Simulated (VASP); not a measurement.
# Ag (Fm-3m) in VASP: a series of runs

The runs below take Ag through single point, relaxation of cell and atoms, with RPBE, PBEsol+D3(BJ)+U, LDA.

Program: VASP 6.6.1. These are calculated values, not measurements. Logs are shortened: lines on timing, memory, paths and dates and some standing lists are left out, and cuts for length are marked.

**1. The cell of the first run**

The structure is cubic, space group Fm-3m (No. 225). Conventional cell: a = 4.085 Å, b = 4.085 Å, c = 4.085 Å, α = 90.00°, β = 90.00°, γ = 90.00°. Within 3.8 Å of Ag (site symmetry m-3m) lie 12 Ag at 2.89 Å.

**2. Single point, RPBE**

POSCAR reads:

```
Ag
1.0
    0.0000000000      2.0427500000      2.0427500000
    2.0427500000      0.0000000000      2.0427500000
    2.0427500000      2.0427500000      0.0000000000
Ag
1
Direct
    0.0000000000      0.0000000000      0.0000000000
```

INCAR.step1 reads:

```
ALGO = Normal ; EDIFF = 1E-6
ENCUT = 470 ; GGA = RP
GGA_COMPAT = False ; ISIF = 2
ISMEAR = -1 ; LASPH = True
LCHARG = True ; LMAXMIX = 4
LORBIT = 11 ; LREAL = False
LWAVE = False ; NBANDS = 16
NEDOS = 2001 ; NELM = 120
PREC = Accurate ; SIGMA = 0.05
```

KPOINTS.step1 reads:

```
k-points
0
Gamma
  6 6 6
```

INCAR.step2 reads:

```
ALGO = Normal ; EDIFF = 1E-6
ENCUT = 470 ; GGA = RP
GGA_COMPAT = False ; ICHARG = 11
ISIF = 2 ; ISMEAR = -5
LASPH = True ; LCHARG = False
LMAXMIX = 4 ; LORBIT = 11
LREAL = False ; LWAVE = False
NBANDS = 16 ; NEDOS = 1001
NELM = 120 ; PREC = Accurate
SIGMA = 0.05
```

KPOINTS.step2 reads:

```
k-points
0
Gamma
  9 9 9
```

Potentials or basis: VASP PAW PBE potentials, release 64 (Ag_sv_GW).

The run is started by

```sh
$ cat potpaw_PBE.64/Ag_sv_GW/POTCAR > POTCAR
$ cp INCAR.step1 INCAR
$ cp KPOINTS.step1 KPOINTS
$ mpirun -np 1 vasp_std > vasp.out
$ cp INCAR.step2 INCAR
$ cp KPOINTS.step2 KPOINTS
$ mpirun -np 1 vasp_std > vasp.out
```

OUTCAR:

```text
EDIFF = 1E-6
   ENCUT = 470
   GGA = RP
   ICHARG = 11
   ISIF = 2
   ISMEAR = -5
   LASPH = True
   LORBIT = 11
   LREAL = False
   NELM = 120
   PREC = Accurate

 ion  position               nearest neighbor table
   1  0.000  0.000  0.000-

  LATTYP: Found a face centered cubic cell.
 ALAT       =     4.0855000000

  Lattice vectors:

 A1 = (   0.0000000000,   2.0427500000,   2.0427500000)
 A2 = (   2.0427500000,   0.0000000000,   2.0427500000)
 A3 = (   2.0427500000,   2.0427500000,   0.0000000000)

Analysis of symmetry for initial positions (statically):
=====================================================================
 Subroutine PRICEL returns:
 Original cell was already a primitive cell.

 Routine SETGRP: Setting up the symmetry group for a
 face centered cubic supercell.

 Subroutine GETGRP returns: Found 48 space group operations
 (whereof 48 operations were pure point group operations)
 out of a pool of 48 trial point group operations.

The static configuration has the point symmetry O_h .

Analysis of symmetry for dynamics (positions and initial velocities):
=====================================================================
 Subroutine PRICEL returns:
 Original cell was already a primitive cell.

 Routine SETGRP: Setting up the symmetry group for a
 face centered cubic supercell.

 Subroutine GETGRP returns: Found 48 space group operations
 (whereof 48 operations were pure point group operations)
 out of a pool of 48 trial point group operations.

The dynamic configuration has the point symmetry O_h .

 Subroutine INISYM returns: Found 48 space group operations
 (whereof 48 operations are pure point group operations),
 and found     1 'primitive' translations

----------------------------------------------------------------------------------------

                                     Primitive cell

  volume of cell :      17.0481

  direct lattice vectors                    reciprocal lattice vectors
     0.000000000  2.042750000  2.042750000    -0.244768082  0.244768082  0.244768082
     2.042750000  0.000000000  2.042750000     0.244768082 -0.244768082  0.244768082
     2.042750000  2.042750000  0.000000000     0.244768082  0.244768082 -0.244768082

  length of vectors
     2.888884755  2.888884755  2.888884755     0.423950755  0.423950755  0.423950755

  position of ions in fractional coordinates (direct lattice)
     0.000000000  0.000000000  0.000000000

  ion indices of the primitive-cell ions
   primitive index   ion index
                 1           1

----------------------------------------------------------------------------------------

 KPOINTS: k-points

Automatic generation of k-mesh.
 Grid dimensions read from file:
 generate k-points for:    9    9    9

 Generating k-lattice:

  Cartesian coordinates                     Fractional coordinates (reciprocal lattice)
    -0.027196454  0.027196454  0.027196454     0.111111111  0.000000000  0.000000000
     0.027196454 -0.027196454  0.027196454     0.000000000  0.111111111  0.000000000
     0.027196454  0.027196454 -0.027196454     0.000000000  0.000000000  0.111111111

  Length of vectors
     0.047105639  0.047105639  0.047105639

  Shift w.r.t. Gamma in fractional coordinates (k-lattice)
     0.000000000  0.000000000  0.000000000

 TETIRR: Found    115 inequivalent tetrahedra from     4374

 Subroutine IBZKPT returns following result:
 ===========================================

 Found     35 irreducible k-points:

 Following reciprocal coordinates:
            Coordinates               Weight
  0.000000  0.000000  0.000000      1.000000
  0.111111  0.000000  0.000000      8.000000
  0.222222  0.000000  0.000000      8.000000
  0.333333  0.000000  0.000000      8.000000
  0.444444  0.000000  0.000000      8.000000
  0.111111  0.111111  0.000000      6.000000
[... 16 lines left out ...]
 -0.333333  0.333333  0.000000     12.000000
  0.444444  0.444444  0.000000      6.000000
 [... further k-points ...]
   k-points           NKPTS =     35   k-points in BZ     NKDIM =     35   number of bands    NBANDS=     16
   number of dos      NEDOS =   1001   number of ions     NIONS =      1
   total plane-waves  NPLWV =   8000
   dimension x,y,z NGX =    20 NGY =   20 NGZ =   20
   dimension x,y,z NGXF=    40 NGYF=   40 NGZF=   40
   ions per type =               1
   NGX,Y,Z   is equivalent  to a cutoff of  11.51, 11.51, 11.51 a.u.
   NGXF,Y,Z  is equivalent  to a cutoff of  23.02, 23.02, 23.02 a.u.
 SYSTEM =  unknown system
   PREC   = accura    normal or accurate (medium, high low for compatibility)
   ISTART =      0    job   : 0-new  1-cont  2-samecut
   ICHARG =     11    charge: 1-file 2-atom 10-const
   ISPIN  =      1    spin polarized calculation?
   LNONCOLLINEAR =      F non collinear calculations
   LSORBIT =      F    spin-orbit coupling
   LASPH  =      T    aspherical Exc in radial PAW
   ENCUT  =  470.0 eV  34.54 Ry    5.88 a.u.   5.11  5.11  5.11*2*pi/ulx,y,z
   NELM   =    120;   NELMIN=  2; NELMDL=  0     # of ELM steps
   EDIFF  = 0.1E-05   stopping-criterion for ELM
   LREAL  =      F    real-space projection
   EDIFFG = 0.1E-04   stopping-criterion for IOM
   NSW    =      0    number of steps for IOM
   IBRION =     -1    ionic relax: 0-MD 1-quasi-New 2-CG
   NFREE  =      0    steps in history (QN), initial steepest desc. (CG)
   ISIF   =      2    stress and relaxation
   ISYM   =      2    0-nonsym 1-usesym 2-fastsym
   POTIM  = 0.5000    time-step for ionic-motion
   TEBEG  =    0.0;   TEEND  =   0.0 temperature during run
   PSTRESS=    0.0 pullay stress
   NELECT =      19.0000    total number of electrons
   NUPDOWN=      -1.0000    fix difference up-down
   EMIN   =  10.00;   EMAX   =-10.00  energy-range for DOS
   EFERMI =   0.00;   METHOD = LEGACY
   ISMEAR =    -5;   SIGMA  =   0.05  broadening in eV -4-tet -1-fermi 0-gaus
   EFERMI_NEDOS =   21; number of points for ismear=-14 and -15
   IALGO  =     38    algorithm
   IMIX   =      4    mixing-type and parameters
     AMIX     =   0.40;   BMIX     =  1.00
     AMIX_MAG =   1.60;   BMIX_MAG =  1.00
  volume/ion in A,a.u.               =      17.05       115.05
  Fermi-wavevector in a.u.,A,eV,Ry     =   1.697335  3.207497 39.197636  2.880945
  Thomas-Fermi vector in A             =   2.778035
   LORBIT       =     11    0 simple, 1 ext, 2 COOP (PROOUT), +10 PAW based schemes
   GGA     = RP    functional components
   LHFCALC =     F    Hartree Fock is set to
   AEXX    =    0.0000 exact exchange contribution
   IVDW    =     0    specifies the selected vdW correction
   LEPSILON=     F    determine dielectric tensor
   LRPA    =     F    only Hartree local field effects (RPA)
 non-spin polarized calculation
 Fermi weights with tetrahedron method with Bloechl corrections
  energy-cutoff  :      470.00
  volume of cell :       17.05
 maximum number of plane-waves:       411

 number of electron      18.9999986 magnetization

 Free energy of the ion-electron system (eV)
  ---------------------------------------------------
  ext. energy  EPLUGINS =         0.00000000
  ---------------------------------------------------
  free energy    TOTEN  =        -0.05858362 eV

  energy without entropy =       -0.05858362  energy(sigma->0) =       -0.05858362

 E-fermi :   7.5028     XC(G=0): -12.3702

 val. band max:        7.3184395370   @ k =   0.4444   0.3333   0.0000
 cond. band min:       7.8426898159   @ k =  -0.4444   0.1111   0.0000
 fundamental gap:      0.5242502789
 Fermi energy:         7.5028489332

 k-point     1 :       0.0000    0.0000    0.0000
  band No.  band energies     occupation
      1     -84.6332      2.00000
      2     -48.0195      2.00000
      3     -48.0195      2.00000
      4     -48.0195      2.00000
      5      -0.3689      2.00000
      6       2.5747      2.00000
[... 8 lines left out ...]
     15      31.7884      0.00000
     16      32.7361      0.00000

 k-point     2 :       0.1111    0.0000    0.0000
  band No.  band energies     occupation
      1     -84.6309      2.00000
      2     -48.0357      2.00000
      3     -48.0204      2.00000
      4     -48.0204      2.00000
      5       0.0082      2.00000
      6       2.5005      2.00000
[... 8 lines left out ...]
     15      30.9768      0.00000
     16      32.1938      0.00000

 k-point     3 :       0.2222    0.0000    0.0000
  band No.  band energies     occupation
      1     -84.6258      2.00000
      2     -48.0854      2.00000
      3     -48.0276      2.00000
      4     -48.0276      2.00000
      5       0.8550      2.00000
      6       2.6171      2.00000
[... 8 lines left out ...]
     15      30.0276      0.00000
     16      30.7571      0.00000

 k-point     4 :       0.3333    0.0000    0.0000
  band No.  band energies     occupation
      1     -84.6202      2.00000
      2     -48.1429      2.00000
      3     -48.0369      2.00000
      4     -48.0369      2.00000
      5       1.1091      2.00000
      6       2.6855      2.00000
[... 8 lines left out ...]
     15      30.0730      0.00000
     16      30.0730      0.00000
[... 324 lines left out ...]
 k-point    22 :      -0.4444    0.3333    0.0000
  band No.  band energies     occupation
      1     -84.6109      2.00000
      2     -48.1540      2.00000
      3     -48.1037      2.00000
      4     -48.0701      2.00000
      5       1.3275      2.00000
      6       1.7015      2.00000
[... 8 lines left out ...]
     15      30.3394      0.00000
     16      34.3781      0.00000

 k-point    23 :      -0.3333    0.3333    0.0000
  band No.  band energies     occupation
      1     -84.6116      2.00000
      2     -48.1307      2.00000
      3     -48.1307      2.00000
      4     -48.0614      2.00000
      5       1.6122      2.00000
      6       2.1991      2.00000
[... 8 lines left out ...]
     15      33.4703      0.00000
     16      33.5663      0.00000

 k-point    24 :       0.4444    0.4444    0.0000
  band No.  band energies     occupation
      1     -84.6107      2.00000
      2     -48.1702      2.00000
      3     -48.0788      2.00000
      4     -48.0788      2.00000
      5       0.9883      2.00000
      6       1.1176      2.00000
[... 8 lines left out ...]
     15      24.6041      0.00000
     16      36.3106      0.00000

 [... further k-points ...]

------------------------ aborting loop because EDIFF is reached ----------------------------------------

  FORCE on cell =-STRESS in cart. coord.  units (eV):
  Direction    XX          YY          ZZ          XY          YZ          ZX
  --------------------------------------------------------------------------------------
  -------------------------------------------------------------------------------------
  Total        0.4668819      0.4668819      0.4668819      0.0000000      0.0000000      0.0000000
  in kB       43.8775091     43.8775091     43.8775091      0.0000000      0.0000000      0.0000000
  external PRESSURE =      43.8775091 kB  Pullay stress =       0.0000000 kB

 VOLUME and BASIS-vectors are now :
 -----------------------------------------------------------------------------
  energy-cutoff  :      470.00
  volume of cell :       17.05
      direct lattice vectors                 reciprocal lattice vectors
     0.000000000  2.042750000  2.042750000    -0.244768082  0.244768082  0.244768082
     2.042750000  0.000000000  2.042750000     0.244768082 -0.244768082  0.244768082
     2.042750000  2.042750000  0.000000000     0.244768082  0.244768082 -0.244768082

 POSITION                                       TOTAL-FORCE (eV/Angst)
 -----------------------------------------------------------------------------------
      0.00000      0.00000      0.00000        -0.000000     -0.000000      0.000000
 -----------------------------------------------------------------------------------
    total drift:                               -0.000000      0.000000     -0.000000

  FREE ENERGIE OF THE ION-ELECTRON SYSTEM (eV)
  ---------------------------------------------------
  free  energy   TOTEN  =        -0.0585836207 eV

  energy  without entropy=       -0.0585836207  energy(sigma->0) =       -0.05858362

 total charge

# of ion       s       p       d       f       tot
--------------------------------------------------
    1        2.179   6.088   8.484   0.005  16.756
```

Wall time 7 s (1 thread of Intel Xeon 6975P-C (Granite Rapids), shared host); peak memory 0.13 GiB.

What came out:

* Valence electrons inside the program's atomic spheres: Ag 16.76

Caveat: the k points lie up to 0.44 Å⁻¹ apart; the PAW data sets were made with another functional, which shifts forces and pressure a little.

**3. Relaxation of cell and atoms, PBEsol+D3(BJ)+U, non-collinear spin, zero start, spin-orbit coupling**

INCAR reads:

```
PREC     = Accurate       # precision mode
ENCUT    = 630            # plane-wave cutoff, eV
EDIFF    = 1E-7           # SCF threshold, eV
ISMEAR   = 1              # smearing method
SIGMA    = 0.05           # smearing width, eV
LREAL    = F              # projectors in reciprocal space
LASPH    = T              # aspherical terms in the spheres
NELM     = 200            # most SCF steps
ALGO     = Normal         # electronic algorithm
ISIF     = 3              # what is computed and relaxed
LWAVE    = F              # write WAVECAR
LCHARG   = F              # write CHGCAR
LNONCOLLINEAR= T              # non-collinear magnetism
MAGMOM   = 0 0 0          # initial moments
LORBIT   = 11             # projections on sites
LSORBIT  = T              # spin-orbit coupling
GGA_COMPAT= F            
LORBMOM  = T            
LMAXMIX  = 4              # l up to which the mixer works
LDAU     = T              # DFT+U
LDAUTYPE = 2            
LDAUL    = 2              # shell
LDAUU    = 6              # U, eV
LDAUJ    = 0            
LDAUPRINT= 1            
GGA      = PS             # functional
IVDW     = 12             # dispersion correction
IBRION   = 2              # ionic algorithm
NSW      = 60             # ionic steps
EDIFFG   = -0.01          # ionic threshold
NELMIN   = 4
```

KPOINTS reads:

```
Automatic mesh
0
Gamma
  11 11 11
```

POSCAR is that of step 2.

Potentials or basis: VASP PAW PBE potentials, release 64 (Ag_sv_GW).

The run is started by

```sh
$ cat potpaw_PBE.64/Ag_sv_GW/POTCAR > POTCAR
$ mpirun -np 1 vasp_ncl > vasp.out
```

Wall time 4.6 min (1 thread of Intel Xeon Platinum 8375C at 2.90GHz (Ice Lake), shared host); peak memory 0.25 GiB.

It converged, with:

```
Free energy                                           : 1.4748 eV
Relaxed volume                                        : 16.03 Å³/atom
Relaxed cell                                          : a = 2.830 Å, b = 2.830 Å, c = 2.830 Å, α = 60.00°, β = 60.00°, γ = 60.00°
Space group after relaxing (to 0.1 Å)                 : Fm-3m (No. 225)
Energy gained by relaxing                             : 20.1 meV/atom
Ionic steps                                           : 4
Pressure after relaxing                               : 0.1 GPa
Net moment                                            : 0.00 μB per cell
Valence electrons inside the program's atomic spheres : Ag 16.84
Dispersion energy per atom                            : -0.581 eV
```

Step by step:
```
step  energy change (eV)  largest force (eV/Å)  pressure (GPa)  volume (Å³)
   1              0.0000                0.0000           -6.05        17.05
   2             -0.0129                0.0000            4.57        15.51
   3             -0.0201                0.0000           -0.11        16.05
   4             -0.0201                0.0000            0.05        16.03
```

Final structure:
```
Ag
1.0
     0.00000    2.00129    2.00129
     2.00129    0.00000    2.00129
     2.00129    2.00129    0.00000
Ag
1
Direct
  0.00000 0.00000 0.00000
```

Moments on the atoms (μB; x, y, z):
```
Ag  0.00 0.00 0.00
```

Caveat: the PAW data sets were made with another functional, which shifts forces and pressure a little; the U is typed as a test and isn't derived for this compound.

**4. Single point, LDA**

POSCAR is that of step 3.

INCAR.step1 reads:

```
PREC = Accurate
ENCUT = 470
EDIFF = 1E-6
ISMEAR = -1
SIGMA = 0.05
LREAL = F
LASPH = T
NELM = 120
ALGO = Normal
ISIF = 2
LWAVE = F
LCHARG = T
LMAXMIX = 4
GGA = CA
NBANDS = 16
GGA_COMPAT = F
NEDOS = 2001
LORBIT = 11
```

KPOINTS.step1 reads:

```
regular mesh
0
Gamma
  6 6 6
```

INCAR.step2 reads:

```
PREC = Accurate
ENCUT = 470
EDIFF = 1E-6
ISMEAR = -5
SIGMA = 0.05
LREAL = F
LASPH = T
NELM = 120
ALGO = Normal
ISIF = 2
LWAVE = F
LCHARG = F
LMAXMIX = 4
GGA = CA
LORBIT = 10
NEDOS = 2001
ICHARG = 11
GGA_COMPAT = F
```

KPOINTS.step2 reads:

```
regular mesh
0
Gamma
  9 9 9
```

Potentials or basis: VASP PAW LDA potentials, release 64 (Ag_sv_GW).

The run is started by

```sh
$ cat potpaw_LDA.64/Ag_sv_GW/POTCAR > POTCAR
$ cp INCAR.step1 INCAR
$ cp KPOINTS.step1 KPOINTS
$ mpirun -np 1 vasp_std > vasp.out
$ cp INCAR.step2 INCAR
$ cp KPOINTS.step2 KPOINTS
$ mpirun -np 1 vasp_std > vasp.out
```

Run time: 5 s. Hardware: 1 thread of Intel Xeon 6975P-C (Granite Rapids), shared host; peak memory 0.12 GiB.

Results (log left out):

```yaml
Valence_electrons_inside_the_program's_atomic_spheres: Ag 16.73
```

Levels at points of the mesh, in eV from the Fermi level:
```
           k point  band 6  band 7  band 8  band 9  band 10  band 11  band 12  band 13
(0.00, 0.00, 0.00)   -4.85   -4.85   -4.85   -3.79    -3.79    15.79    19.29    19.29
```

Caveat: the k points lie up to 0.44 Å⁻¹ apart.
